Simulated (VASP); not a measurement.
# ZnS3 (Fm-3m) in VASP: further runs, part 2 of 2

VASP 6.6.1. The steps go on from the part before.

### 3 Single point, PBE

This run uses another cell than the first one, of 21.38 Å³/atom, 1.341 times its volume.

INCAR

```
ALGO = Normal
EDIFF = 1E-7
ENCUT = 520
GGA = PE
ISIF = 2
ISMEAR = 0
LASPH = True
LCHARG = False
LREAL = False
LWAVE = False
NBANDS = 23
NELM = 60
PREC = Accurate
SIGMA = 0.1
```

KPOINTS

```
k-points
0
Gamma
  4 4 4
```

POSCAR

```
ZnS3
1.0
    0.0000000000      3.4969463200      3.4969463200
    3.4969463200      0.0000000000      3.4969463200
    3.4969463200      3.4969463200      0.0000000000
Zn S
1 3
Direct
    0.0000000000      0.0000000000      0.0000000000
    0.5000000000      0.5000000000      0.5000000000
    0.2500000000      0.2500000000      0.2500000000
    0.7500000000      0.7500000000      0.7500000000
```

Potentials or basis: VASP PAW PBE potentials, release 64 (Zn, S).

Started as:

```console
$ cat potpaw_PBE.64/Zn/POTCAR potpaw_PBE.64/S/POTCAR > POTCAR
$ mpirun -np 1 vasp_std > vasp.out
```

OUTCAR:

```text
EDIFF = 1E-7
   ENCUT = 520
   GGA = PE
   ISIF = 2
   ISMEAR = 0
   LASPH = True
   LREAL = False
   NELM = 60
   PREC = Accurate

 ion  position               nearest neighbor table
   1  0.000  0.000  0.000-
   2  0.500  0.500  0.500-
   3  0.250  0.250  0.250-
   4  0.750  0.750  0.750-

  LATTYP: Found a face centered cubic cell.
 ALAT       =     6.9938926400

  Lattice vectors:

 A1 = (   0.0000000000,   3.4969463200,   3.4969463200)
 A2 = (   3.4969463200,   0.0000000000,   3.4969463200)
 A3 = (   3.4969463200,   3.4969463200,   0.0000000000)

Analysis of symmetry for initial positions (statically):
=====================================================================
 Subroutine PRICEL returns:
 Original cell was already a primitive cell.

 Routine SETGRP: Setting up the symmetry group for a
 face centered cubic supercell.

 Subroutine GETGRP returns: Found 48 space group operations
 (whereof 48 operations were pure point group operations)
 out of a pool of 48 trial point group operations.

The static configuration has the point symmetry O_h .

Analysis of symmetry for dynamics (positions and initial velocities):
=====================================================================
 Subroutine PRICEL returns:
 Original cell was already a primitive cell.

 Routine SETGRP: Setting up the symmetry group for a
 face centered cubic supercell.

 Subroutine GETGRP returns: Found 48 space group operations
 (whereof 48 operations were pure point group operations)
 out of a pool of 48 trial point group operations.

[... 97 lines left out ...]
   PSTRESS=    0.0 pullay stress
   NELECT =      30.0000    total number of electrons
   NUPDOWN=      -1.0000    fix difference up-down
   EMIN   =  10.00;   EMAX   =-10.00  energy-range for DOS
   EFERMI =   0.00;   METHOD = LEGACY
   ISMEAR =     0;   SIGMA  =   0.10  broadening in eV -4-tet -1-fermi 0-gaus
   EFERMI_NEDOS =   21; number of points for ismear=-14 and -15
   IALGO  =     38    algorithm
   IMIX   =      4    mixing-type and parameters
     AMIX     =   0.40;   BMIX     =  1.00
     AMIX_MAG =   1.60;   BMIX_MAG =  1.00
  volume/ion in A,a.u.               =      21.38       144.29
  Fermi-wavevector in a.u.,A,eV,Ry     =   1.154559  2.181801 18.136667  1.333007
  Thomas-Fermi vector in A             =   2.291195
   LORBIT       =      0    0 simple, 1 ext, 2 COOP (PROOUT), +10 PAW based schemes
   GGA     = PE    functional components
   LHFCALC =     F    Hartree Fock is set to
   AEXX    =    0.0000 exact exchange contribution
   IVDW    =     0    specifies the selected vdW correction
   LEPSILON=     F    determine dielectric tensor
   LRPA    =     F    only Hartree local field effects (RPA)
 non-spin polarized calculation
 Gauss-broadening in eV      SIGMA  =   0.10
  energy-cutoff  :      520.00
  volume of cell :       85.53
 maximum number of plane-waves:      2332
 NGX is ok and might be reduce to    40
   NGX = 19   NGY = 19   NGZ = 19

 number of electron      29.9999983 magnetization

 Free energy of the ion-electron system (eV)
  ---------------------------------------------------
  ext. energy  EPLUGINS =         0.00000000
  ---------------------------------------------------
  free energy    TOTEN  =        -9.62930872 eV

  energy without entropy =       -9.58313909  energy(sigma->0) =       -9.60622390

 E-fermi :   2.8459     XC(G=0):  -9.7507

 val. band max:        2.8406077791   @ k =   0.5000   0.2500   0.0000
 cond. band min:       2.8959456399   @ k =   0.2500   0.0000   0.0000
 fundamental gap:      0.0553378609
 Fermi energy:         2.8458606396

 k-point     1 :       0.0000    0.0000    0.0000
  band No.  band energies     occupation
      1     -10.7879      2.00000
      2      -8.0996      2.00000
      3      -7.5174      2.00000
      4      -3.5582      2.00000
      5      -3.5582      2.00000
      6      -3.5582      2.00000
[... 197 lines left out ...]
     22      12.2342      0.00000
     23      12.2342      0.00000

------------------------ aborting loop because EDIFF is reached ----------------------------------------

  FORCE on cell =-STRESS in cart. coord.  units (eV):
  Direction    XX          YY          ZZ          XY          YZ          ZX
  --------------------------------------------------------------------------------------
  -------------------------------------------------------------------------------------
  Total       -5.7173262     -5.7173262     -5.7173262      0.0000000      0.0000000     -0.0000000
  in kB     -107.1042400   -107.1042400   -107.1042400      0.0000000      0.0000000     -0.0000000
  external PRESSURE =    -107.1042400 kB  Pullay stress =       0.0000000 kB

 VOLUME and BASIS-vectors are now :
 -----------------------------------------------------------------------------
  energy-cutoff  :      520.00
  volume of cell :       85.53
      direct lattice vectors                 reciprocal lattice vectors
     0.000000000  3.496946320  3.496946320    -0.142981892  0.142981892  0.142981892
     3.496946320  0.000000000  3.496946320     0.142981892 -0.142981892  0.142981892
     3.496946320  3.496946320  0.000000000     0.142981892  0.142981892 -0.142981892

 POSITION                                       TOTAL-FORCE (eV/Angst)
 -----------------------------------------------------------------------------------
      0.00000      0.00000      0.00000        -0.000000      0.000000     -0.000000
      3.49695      3.49695      3.49695        -0.000000      0.000000     -0.000000
      1.74847      1.74847      1.74847         0.000000     -0.000000      0.000000
      5.24542      5.24542      5.24542        -0.000000      0.000000      0.000000
 -----------------------------------------------------------------------------------
    total drift:                               -0.000000      0.000000      0.000000

  FREE ENERGIE OF THE ION-ELECTRON SYSTEM (eV)
  ---------------------------------------------------
  free  energy   TOTEN  =        -9.6293087194 eV

  energy  without entropy=       -9.5831390854  energy(sigma->0) =       -9.60622390
```

stdout:

```text
POSCAR found type information on POSCAR ZnS
 POSCAR found :  2 types and       4 ions
 scaLAPACK will be used
 LDA part: xc-table for (Slater+PW92), standard interpolation
 POSCAR, INCAR and KPOINTS ok, starting setup
 FFT: planning ... GRIDC
 FFT: planning ... GRID_SOFT
 FFT: planning ... GRID
 WAVECAR not read
 entering main loop
```

Run time: 31 s. Hardware: 1 thread of Intel Xeon 8259CL, shared host; peak memory 0.23 GiB.

Results:

| Quantity | Value |
| --- | --- |
| Free energy | -9.6293 eV |
| Pressure | -10.7 GPa |
| Band gap on the k mesh | zero (band 15 reaches 2.93 eV, above the bottom of band 16 at 2.60 eV) |

Levels at points of the mesh, in eV from the Fermi level:
```tsv
k point	band 11	band 12	band 13	band 14	band 15	band 16	band 17	band 18	band 19	band 20
(0.00, 0.00, 0.00)	-2.51	-2.28	-2.28	-2.28	-0.25	-0.25	-0.25	-0.22	6.12	6.12
(0.50, 0.00, 0.00)	-3.21	-2.14	-2.14	-1.32	-0.01	0.61	0.61	1.99	5.24	5.24
(0.50, 0.50, 0.00)	-4.20	-1.28	-0.27	-0.27	0.09	0.60	0.60	1.52	6.10	7.13
```

Caveat: the k points lie up to 0.39 Å⁻¹ apart.

### 4 Single point, PBE

This run uses another cell than the first one, of 16.09 Å³/atom, 1.010 times its volume.

INCAR

```
SYSTEM = ZnS3
  PREC = Accurate
  ENCUT = 520
  EDIFF = 1E-6
  ISMEAR = 0
  SIGMA = 0.1
  LREAL = .FALSE.
  LASPH = .TRUE.
  NELM = 80
  ALGO = Normal
  ISIF = 2
  LWAVE = .FALSE.
  LCHARG = .TRUE.
  GGA = PE
  LELF = .TRUE.
  LVHAR = .TRUE.
  NBANDS = 23
```

KPOINTS

```
Automatic mesh
0
G
  6 6 6
  0 0 0
```

POSCAR

```
ZnS3
1.0
    0.0000000000      3.1808552075      3.1808552075
    3.1808552075      0.0000000000      3.1808552075
    3.1808552075      3.1808552075      0.0000000000
Zn S
1 3
Direct
    0.0000000000      0.0000000000      0.0000000000
    0.5000000000      0.5000000000      0.5000000000
    0.2500000000      0.2500000000      0.2500000000
    0.7500000000      0.7500000000      0.7500000000
```

Potentials or basis: VASP PAW PBE potentials, release 64 (Zn, S).

Started as:

```console
$ cat potpaw_PBE.64/Zn/POTCAR potpaw_PBE.64/S/POTCAR > POTCAR
$ mpirun -np 1 vasp_std > vasp.out
```

OUTCAR:

```text
SYSTEM = ZnS3
   PREC = Accurate
   ENCUT = 520
   EDIFF = 1E-6
   ISMEAR = 0
   LREAL = .FALSE.
   LASPH = .TRUE.
   NELM = 80
   ISIF = 2
   GGA = PE

 ion  position               nearest neighbor table
   1  0.000  0.000  0.000-   4 2.75   4 2.75   4 2.75   3 2.75   4 2.75   3 2.75   3 2.75   3 2.75

   2  0.500  0.500  0.500-   3 2.75   3 2.75   3 2.75   3 2.75   4 2.75   4 2.75   4 2.75   4 2.75

   3  0.250  0.250  0.250-   1 2.75   1 2.75   1 2.75   1 2.75   2 2.75   2 2.75   2 2.75   2 2.75

   4  0.750  0.750  0.750-   2 2.75   2 2.75   2 2.75   1 2.75   2 2.75   1 2.75   1 2.75   1 2.75

  LATTYP: Found a face centered cubic cell.
 ALAT       =     6.3617104150

  Lattice vectors:

 A1 = (   0.0000000000,   3.1808552075,   3.1808552075)
 A2 = (   3.1808552075,   0.0000000000,   3.1808552075)
 A3 = (   3.1808552075,   3.1808552075,   0.0000000000)

Analysis of symmetry for initial positions (statically):
=====================================================================
 Subroutine PRICEL returns:
 Original cell was already a primitive cell.

 Routine SETGRP: Setting up the symmetry group for a
 face centered cubic supercell.

 Subroutine GETGRP returns: Found 48 space group operations
 (whereof 48 operations were pure point group operations)
 out of a pool of 48 trial point group operations.

The static configuration has the point symmetry O_h .

Analysis of symmetry for dynamics (positions and initial velocities):
=====================================================================
 Subroutine PRICEL returns:
 Original cell was already a primitive cell.

 Routine SETGRP: Setting up the symmetry group for a
 face centered cubic supercell.

 Subroutine GETGRP returns: Found 48 space group operations
 (whereof 48 operations were pure point group operations)
 out of a pool of 48 trial point group operations.

[... 112 lines left out ...]
   IALGO  =     38    algorithm
   IMIX   =      4    mixing-type and parameters
     AMIX     =   0.40;   BMIX     =  1.00
     AMIX_MAG =   1.60;   BMIX_MAG =  1.00
  volume/ion in A,a.u.               =      16.09       108.59
  Fermi-wavevector in a.u.,A,eV,Ry     =   1.269291  2.398613 21.920356  1.611101
  Thomas-Fermi vector in A             =   2.402341
   LORBIT       =      0    0 simple, 1 ext, 2 COOP (PROOUT), +10 PAW based schemes
   GGA     = PE    functional components
   LHFCALC =     F    Hartree Fock is set to
   AEXX    =    0.0000 exact exchange contribution
   IVDW    =     0    specifies the selected vdW correction
   LEPSILON=     F    determine dielectric tensor
   LRPA    =     F    only Hartree local field effects (RPA)
 non-spin polarized calculation
 Gauss-broadening in eV      SIGMA  =   0.10
  energy-cutoff  :      520.00
  volume of cell :       64.37
 maximum number of plane-waves:      1759
 NGX is ok and might be reduce to    36
   NGX = 17   NGY = 17   NGZ = 17

 number of electron      29.9999988 magnetization

 Free energy of the ion-electron system (eV)
  ---------------------------------------------------
  ext. energy  EPLUGINS =         0.00000000
  ---------------------------------------------------
  free energy    TOTEN  =       -10.62925254 eV

  energy without entropy =      -10.60256647  energy(sigma->0) =      -10.61590950

 E-fermi :   6.0535     XC(G=0): -11.0963

 val. band max:        6.0505593130   @ k =  -0.3333   0.1667   0.0000
 cond. band min:       6.0583617377   @ k =   0.5000   0.1667   0.0000
 fundamental gap:      0.0078024247
 Fermi energy:         6.0534873532

 k-point     1 :       0.0000    0.0000    0.0000
  band No.  band energies     occupation
      1      -9.8383      2.00000
      2      -5.1465      2.00000
      3      -4.1268      2.00000
      4      -0.9779      2.00000
      5      -0.9779      2.00000
      6      -0.9779      2.00000
[... 405 lines left out ...]
     22      14.9579      0.00000
     23      15.7460      0.00000

------------------------ aborting loop because EDIFF is reached ----------------------------------------

  FORCE on cell =-STRESS in cart. coord.  units (eV):
  Direction    XX          YY          ZZ          XY          YZ          ZX
  --------------------------------------------------------------------------------------
  -------------------------------------------------------------------------------------
  Total        0.0007607      0.0007607      0.0007607      0.0000000      0.0000000      0.0000000
  in kB        0.0189339      0.0189339      0.0189339      0.0000000      0.0000000      0.0000000
  external PRESSURE =       0.0189339 kB  Pullay stress =       0.0000000 kB

 VOLUME and BASIS-vectors are now :
 -----------------------------------------------------------------------------
  energy-cutoff  :      520.00
  volume of cell :       64.37
      direct lattice vectors                 reciprocal lattice vectors
     0.000000000  3.180855208  3.180855208    -0.157190431  0.157190431  0.157190431
     3.180855208  0.000000000  3.180855208     0.157190431 -0.157190431  0.157190431
     3.180855208  3.180855208  0.000000000     0.157190431  0.157190431 -0.157190431

 POSITION                                       TOTAL-FORCE (eV/Angst)
 -----------------------------------------------------------------------------------
      0.00000      0.00000      0.00000         0.000000      0.000000      0.000000
      3.18086      3.18086      3.18086         0.000000      0.000000      0.000000
      1.59043      1.59043      1.59043        -0.000000     -0.000000     -0.000000
      4.77128      4.77128      4.77128         0.000000      0.000000      0.000000
 -----------------------------------------------------------------------------------
    total drift:                               -0.000000      0.000000      0.000000

  FREE ENERGIE OF THE ION-ELECTRON SYSTEM (eV)
  ---------------------------------------------------
  free  energy   TOTEN  =       -10.6292525385 eV

  energy  without entropy=      -10.6025664653  energy(sigma->0) =      -10.61590950
```

OSZICAR:

```text
N       E                     dE             d eps       ncg     rms          rms(c)
DAV:   1     0.196581461024E+03    0.19658E+03   -0.13928E+04   736   0.144E+03
DAV:   2     0.747203423040E+01   -0.18911E+03   -0.17778E+03   808   0.318E+02
DAV:   3    -0.105574081245E+02   -0.18029E+02   -0.17325E+02   934   0.914E+01
DAV:   4    -0.109956875757E+02   -0.43828E+00   -0.43629E+00   848   0.141E+01
DAV:   5    -0.110030616339E+02   -0.73741E-02   -0.73714E-02   897   0.197E+00    0.129E+01
DAV:   6    -0.106793766503E+02    0.32368E+00   -0.11079E+00   966   0.258E+01    0.839E+00
DAV:   7    -0.106463455243E+02    0.33031E-01   -0.42612E-01   921   0.452E+00    0.439E+00
DAV:   8    -0.106306554306E+02    0.15690E-01   -0.84542E-02   864   0.198E+00    0.729E-01
DAV:   9    -0.106293355328E+02    0.13199E-02   -0.11250E-02   985   0.136E+00    0.127E-01
DAV:  10    -0.106292177702E+02    0.11776E-03   -0.17142E-03   820   0.292E-01    0.581E-02
DAV:  11    -0.106292404159E+02   -0.22646E-04   -0.11628E-04   883   0.673E-02    0.369E-02
DAV:  12    -0.106292524513E+02   -0.12035E-04   -0.12767E-05   855   0.349E-02    0.118E-02
DAV:  13    -0.106292525385E+02   -0.87202E-07   -0.17370E-06   671   0.189E-02
   1 F= -.10629253E+02 E0= -.10615910E+02  d E =-.266861E-01
```

stdout:

```text
POSCAR found type information on POSCAR ZnS
 POSCAR found :  2 types and       4 ions
 scaLAPACK will be used
 LDA part: xc-table for (Slater+PW92), standard interpolation
 POSCAR, INCAR and KPOINTS ok, starting setup
 FFT: planning ... GRIDC
 FFT: planning ... GRID_SOFT
 FFT: planning ... GRID
 WAVECAR not read
 entering main loop
```

It took 33 s on 1 thread of Intel Xeon 8259CL, shared host; peak memory 0.2 GiB.

What came out:

```yaml
Free_energy: -10.6293 eV
Pressure: 0.0 GPa
Band_gap_on_the_k_mesh: zero (band 15 reaches 6.25 eV, above the bottom of band 16 at 5.30 eV)
```

### 5 Summary

```csv
cell,k mesh,gap on the mesh (eV),pressure (GPa)
"a = 4.484 Å, angles 60.0°, 4 atoms",4 × 4 × 4,none,-0.1
"a = 4.945 Å, angles 60.0°, 4 atoms",4 × 4 × 4,none,-10.7
"a = 4.498 Å, angles 60.0°, 4 atoms",6 × 6 × 6,none,0.0
```

Alike in all rows: task single point; level PBE; potentials or basis VASP PAW PBE potentials, release 64 (Zn, S); no spin polarisation; cutoff (eV) 520; smearing gaussian 0.1 eV.

Caveats: some runs use coarse meshes.

Absolute energies hang on the potentials; compare differences alone.
